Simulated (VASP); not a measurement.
Input of a VASP 6.6.1 run:

File INCAR:

```
SYSTEM = Al3N
  PREC = Accurate
  ENCUT = 520
  EDIFF = 1E-6
  ISMEAR = 0
  SIGMA = 0.2
  LREAL = .FALSE.
  LASPH = .TRUE.
  NELM = 60
  ALGO = Normal
  ISIF = 2
  LWAVE = .FALSE.
  LCHARG = .TRUE.
  GGA = PE
  LELF = .TRUE.
  LVHAR = .TRUE.
  NBANDS = 24
```

Contents of KPOINTS:

```
regular mesh
0
G
  12 12 2
  0 0 0
```

POSCAR

```
Al3N
1.0
    3.0346672412      0.0000000000      0.0000000000
   -1.5173336206      2.6280989229      0.0000000000
    0.0000000000      0.0000000000     14.3302047261
Al N
6 2
Direct
    0.3333333333      0.6666666667      0.1839655114
    1.0000000000      0.0000000000      0.0024007418
    1.0000000000      1.0000000000      0.3627682911
    0.3333333333      0.6666666667      0.5144175119
    0.6666666667      0.3333333333      0.6753298923
    0.3333333333      0.6666666667      0.8315549674
    1.0000000000      1.0000000000      0.2285472252
    0.3333333333      0.6666666667      0.0510158588
```

Potentials or basis: VASP PAW PBE potentials, release 64 (Al, N).

Command:

```console
$ cat potpaw_PBE.64/Al/POTCAR potpaw_PBE.64/N/POTCAR > POTCAR
$ mpirun -np 1 vasp_std > vasp.out
```

(1) Predict the largest force.

(2) Predict the band gap on the k mesh.

## Answers

(1) 0.017 eV/Å.

(2) zero (band 14 reaches 9.53 eV, above the bottom of band 15 at 6.81 eV).
